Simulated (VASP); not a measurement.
# Ta8H in VASP: relaxation of the atoms with PBE+D3(BJ)

Aim: the relaxation of the atoms of Ta8H with PBE+D3(BJ).

All numbers are computed with VASP 6.6.1; they aren't measurements. Logs are shortened: lines on timing, memory, paths and dates and some standing lists are left out, and cuts for length are marked.

## 1. The cell of the first run

The cell holds a slab with vacuum, 9 atoms: a = 4.646 Å, b = 4.646 Å, c = 25.638 Å, α = 90.00°, β = 90.00°, γ = 120.00°.

## 2. Relaxation of the atoms, PBE+D3(BJ)

INCAR reads:

```
SYSTEM = Ta8H
  ALGO = Fast
  DIPOL = 0.5 0.5 0.475
  EDIFF = 1E-6
  EDIFFG = -0.02
  ENCUT = 520
  GGA = PE
  IBRION = 2
  IDIPOL = 3
  ISIF = 2
  ISMEAR = 0
  IVDW = 12
  LASPH = .True.
  LCHARG = .False.
  LDIPOL = .True.
  LREAL = .False.
  LWAVE = .False.
  NELM = 100
  NSW = 45
  PREC = Accurate
  SIGMA = 0.1
```

KPOINTS reads:

```
k-points
0
Gamma
  6 6 1
  0 0 0
```

POSCAR reads:

```
Ta8H
1.0
    4.6456161668      0.0000000000      0.0000000000
   -2.3228080834      4.0232216167      0.0000000000
    0.0000000000      0.0000000000     25.6379770039
Ta H
8 1
Selective dynamics
Direct
    0.6666666667      0.3333333333      0.3315394190  F F F
    0.3333333333      0.6666666667      0.3685268315  F F F
    0.0000000000      0.0000000000      0.4055142438  F F F
    0.6666666667      0.3333333333      0.4425016562  F F F
    0.3333333333      0.6666666667      0.4762660038  F F F
    0.0000000000      0.0000000000      0.5198566660  F F F
    0.6666666667      0.3333333333      0.5522688407  F F F
    0.3333333333      0.6666666667      0.5789370640  F F F
    1.0000000000      1.0000000000      0.5984393828  F F T
```

Potentials or basis: VASP PAW PBE potentials, release 64 (Ta_pv, H).

Launch:

```bash
> cat potpaw_PBE.64/Ta_pv/POTCAR potpaw_PBE.64/H/POTCAR > POTCAR
> mpirun -np 1 vasp_std > vasp.out
```

OUTCAR:

```text
SYSTEM = Ta8H
   EDIFF = 1E-6
   EDIFFG = -0.02
   ENCUT = 520
   GGA = PE
   IBRION = 2
   ISIF = 2
   ISMEAR = 0
   IVDW = 12
   LASPH = .True.
   LREAL = .False.
   NELM = 100
   NSW = 45
   PREC = Accurate
 IVDW          = 12

 ion  position               nearest neighbor table
   1  0.667  0.333  0.332-   4 2.84   2 2.84   2 2.84   2 2.84   3 3.28   3 3.28   3 3.28
   2  0.333  0.667  0.369-   5 2.76   3 2.84   3 2.84   3 2.84   1 2.84   1 2.84   1 2.84   4 3.28
                             4 3.28   4 3.28
   3  0.000  0.000  0.406-   2 2.84   2 2.84   2 2.84   4 2.84   4 2.84   4 2.84   6 2.93   5 3.24
                             5 3.24   5 3.24   1 3.28   1 3.28   1 3.28
   4  0.667  0.333  0.443-   7 2.81   5 2.82   5 2.82   5 2.82   1 2.84   3 2.84   3 2.84   3 2.84
                             2 3.28   2 3.28   2 3.28   6 3.34   6 3.34   6 3.34
   5  0.333  0.667  0.476-   8 2.63   2 2.76   4 2.82   4 2.82   4 2.82   6 2.91   6 2.91   6 2.91
                             3 3.24   3 3.24   3 3.24   7 3.32   7 3.32   7 3.32
   6  0.000  0.000  0.520-   9 2.01   7 2.81   7 2.81   7 2.81   5 2.91   5 2.91   5 2.91   3 2.93
                             8 3.08   8 3.08   8 3.08   4 3.34   4 3.34   4 3.34
   7  0.667  0.333  0.552-   8 2.77   8 2.77   8 2.77   6 2.81   6 2.81   6 2.81   4 2.81   5 3.32
                             5 3.32   5 3.32
   8  0.333  0.667  0.579-   5 2.63   7 2.77   7 2.77   7 2.77   6 3.08   6 3.08   6 3.08
   9  0.000  0.000  0.598-   6 2.01

  LATTYP: Found a hexagonal cell.
 ALAT       =     4.6456161668
 C/A-ratio  =     5.5187462940

  Lattice vectors:

 A1 = (   4.6456161668,   0.0000000000,   0.0000000000)
 A2 = (  -2.3228080834,   4.0232216167,   0.0000000000)
 A3 = (   0.0000000000,   0.0000000000,  25.6379770039)

Analysis of symmetry for initial positions (statically):
=====================================================================
 Subroutine PRICEL returns:
 Original cell was already a primitive cell.

 Routine SETGRP: Setting up the symmetry group for a
 hexagonal supercell.

 Subroutine GETGRP returns: Found  6 space group operations
 (whereof  6 operations were pure point group operations)
 out of a pool of 24 trial point group operations.

The static configuration has the point symmetry C_3v.

Analysis of symmetry for dynamics (positions and initial velocities):
=====================================================================
 Subroutine PRICEL returns:
 Original cell was already a primitive cell.

 Routine SETGRP: Setting up the symmetry group for a
 hexagonal supercell.

 Subroutine GETGRP returns: Found  6 space group operations
 (whereof  6 operations were pure point group operations)
[... 135 lines left out ...]
  Thomas-Fermi vector in A             =   2.060817
   LORBIT       =      0    0 simple, 1 ext, 2 COOP (PROOUT), +10 PAW based schemes
   GGA     = PE    functional components
   LHFCALC =     F    Hartree Fock is set to
   AEXX    =    0.0000 exact exchange contribution
   IVDW    =    12    specifies the selected vdW correction
   LEPSILON=     F    determine dielectric tensor
   LRPA    =     F    only Hartree local field effects (RPA)
 conjugate gradient relaxation of ions
 non-spin polarized calculation
 RMM-DIIS sequential band-by-band and
 Gauss-broadening in eV      SIGMA  =   0.10
  energy-cutoff  :      520.00
  volume of cell :      479.18
 maximum number of plane-waves:     12937
 NGX is ok and might be reduce to    36
   NGX = 17   NGY = 17   NGZ = 95

 dipolmoment           0.000000      0.000000     -0.004908 electrons x Angstroem

--------------------------------------- Ionic step        1  -------------------------------------------

 number of electron      89.0000006 magnetization

 Free energy of the ion-electron system (eV)
  ---------------------------------------------------
  ext. energy  EPLUGINS =         0.00000000
  ---------------------------------------------------
  free energy    TOTEN  =       -91.06443923 eV

  energy without entropy =      -91.01188991  energy(sigma->0) =      -91.03816457

------------------------ aborting loop because EDIFF is reached ----------------------------------------

 vacuum level on the upper side and lower side of the slab       (xc-potential included)        -0.048        -0.363

 Edisp (eV)   -3.63470

 E8    (eV) :    -1.9612

  FORCE on cell =-STRESS in cart. coord.  units (eV):
  Direction    XX          YY          ZZ          XY          YZ          ZX
  --------------------------------------------------------------------------------------
  -------------------------------------------------------------------------------------
  Total      -5.91355    -5.91355    -3.96162     0.00000     0.00000     0.00000
  in kB     -19.77231   -19.77231   -13.24592     0.00000     0.00000     0.00000
  external pressure =      -17.60 kB  Pullay stress =        0.00 kB
[... 124 lines left out ...]
--------------------------------------- Ionic step        4  -------------------------------------------

 number of electron      89.0000007 magnetization

 dipolmoment           0.000000      0.000000      0.030066 electrons x Angstroem

 Free energy of the ion-electron system (eV)
  ---------------------------------------------------
  ext. energy  EPLUGINS =         0.00000000
  ---------------------------------------------------
  free energy    TOTEN  =       -91.07573392 eV

  energy without entropy =      -91.02325035  energy(sigma->0) =      -91.04949214

 E-fermi :  -0.6593     XC(G=0):  -4.7030

 val. band max:       -0.6715167057   @ k =   0.1667   0.1667   0.0000
 cond. band min:      -0.6343047257   @ k =   0.0000   0.0000   0.0000
 fundamental gap:      0.0372119801
 Fermi energy:        -0.6592920027

 k-point     1 :       0.0000    0.0000    0.0000
  band No.  band energies     occupation
      1     -35.2985      2.00000
      2     -35.1344      2.00000
      3     -35.0893      2.00000
      4     -35.0893      2.00000
      5     -34.9590      2.00000
      6     -34.9590      2.00000
[... 381 lines left out ...]
     52       0.9298      0.00000
     53       1.0226      0.00000

------------------------ aborting loop because EDIFF is reached ----------------------------------------

 vacuum level on the upper side and lower side of the slab       (xc-potential included)         0.137        -0.148

 Edisp (eV)   -3.63626

 E8    (eV) :    -1.9618

  FORCE on cell =-STRESS in cart. coord.  units (eV):
  Direction    XX          YY          ZZ          XY          YZ          ZX
  --------------------------------------------------------------------------------------
  -------------------------------------------------------------------------------------
  Total      -5.85760    -5.85760    -3.32095     0.00000     0.00000    -0.00000
  in kB     -19.58527   -19.58527   -11.10381     0.00000     0.00000    -0.00000
  external pressure =      -16.76 kB  Pullay stress =        0.00 kB
[... 24 lines left out ...]
  FREE ENERGIE OF THE ION-ELECTRON SYSTEM (eV)
  ---------------------------------------------------
  free  energy   TOTEN  =       -94.7119962291 eV

  energy  without entropy=      -94.6595126615  energy(sigma->0) =      -94.68575445

 reached required accuracy - stopping structural energy minimisation

 vacuum level on the upper side and lower side of the slab         3.036         2.744
```

CONTCAR:

```text
Ta8H
   1.00000000000000
     4.6456161668000000    0.0000000000000000    0.0000000000000000
    -2.3228080834000000    4.0232216166999999    0.0000000000000000
     0.0000000000000000    0.0000000000000000   25.6379770039000014
  Ta              H
     8     1
Selective dynamics
Direct
     0.6666666667000030    0.3333333332999970    0.3315394190000021   F   F   F
     0.3333333332999970    0.6666666667000030    0.3685268314999988   F   F   F
     0.0000000000000000    0.0000000000000000    0.4055142437999990   F   F   F
     0.6666666667000030    0.3333333332999970    0.4425016562000010   F   F   F
     0.3333333332999970    0.6666666667000030    0.4762660037999993   F   F   F
     0.0000000000000000    0.0000000000000000    0.5198566660000026   F   F   F
     0.6666666667000030    0.3333333332999970    0.5522688407000018   F   F   F
     0.3333333332999970    0.6666666667000030    0.5789370640000016   F   F   F
     0.0000000000000000    0.0000000000000000    0.5958128934488977   F   F   T

  0.00000000E+00  0.00000000E+00  0.00000000E+00
  0.00000000E+00  0.00000000E+00  0.00000000E+00
  0.00000000E+00  0.00000000E+00  0.00000000E+00
  0.00000000E+00  0.00000000E+00  0.00000000E+00
  0.00000000E+00  0.00000000E+00  0.00000000E+00
  0.00000000E+00  0.00000000E+00  0.00000000E+00
  0.00000000E+00  0.00000000E+00  0.00000000E+00
  0.00000000E+00  0.00000000E+00  0.00000000E+00
  0.00000000E+00  0.00000000E+00  0.00000000E+00
```

It took 23 min on 1 thread of Oxide Virtual Turin-like, shared host; peak memory 0.59 GiB.

Results:

* Free energy: -94.7120 eV
* Energy gained by relaxing: 1.4 meV/atom
* Ionic steps: 4
* Band gap on the k mesh: zero (an odd number of electrons rules out a gap without spin polarisation)
* Dispersion energy per atom: -0.404 eV

The path:
| step | energy change (eV) | largest force on free atoms (eV/Å) | pressure (GPa) |
| --- | --- | --- | --- |
| 1 | 0.0000 | 0.3664 | -1.76 |
| 2 | -0.0057 | 0.2793 | -1.74 |
| 3 | -0.0128 | 0.0286 | -1.68 |
| 4 | -0.0129 | 0.0029 | -1.68 |

Final structure:
```cif
data_structure
_symmetry_space_group_name_H-M 'P 1'
_symmetry_Int_Tables_number 1
_cell_length_a 4.6456
_cell_length_b 4.6456
_cell_length_c 25.6380
_cell_angle_alpha 90.000
_cell_angle_beta 90.000
_cell_angle_gamma 120.000
_cell_volume 479.18
loop_
_atom_site_label
_atom_site_type_symbol
_atom_site_fract_x
_atom_site_fract_y
_atom_site_fract_z
_atom_site_occupancy
Ta1 Ta 0.66667 0.33333 0.33154 1
Ta2 Ta 0.33333 0.66667 0.36853 1
Ta3 Ta 0.00000 0.00000 0.40551 1
Ta4 Ta 0.66667 0.33333 0.44250 1
Ta5 Ta 0.33333 0.66667 0.47627 1
Ta6 Ta 0.00000 0.00000 0.51986 1
Ta7 Ta 0.66667 0.33333 0.55227 1
Ta8 Ta 0.33333 0.66667 0.57894 1
H1 H 0.00000 0.00000 0.59581 1
```

Caveat: spin-orbit coupling is left out, which moves the levels of the heavy elements.

The gap in the log of VASP goes by the Fermi energy; the results here count the filled bands.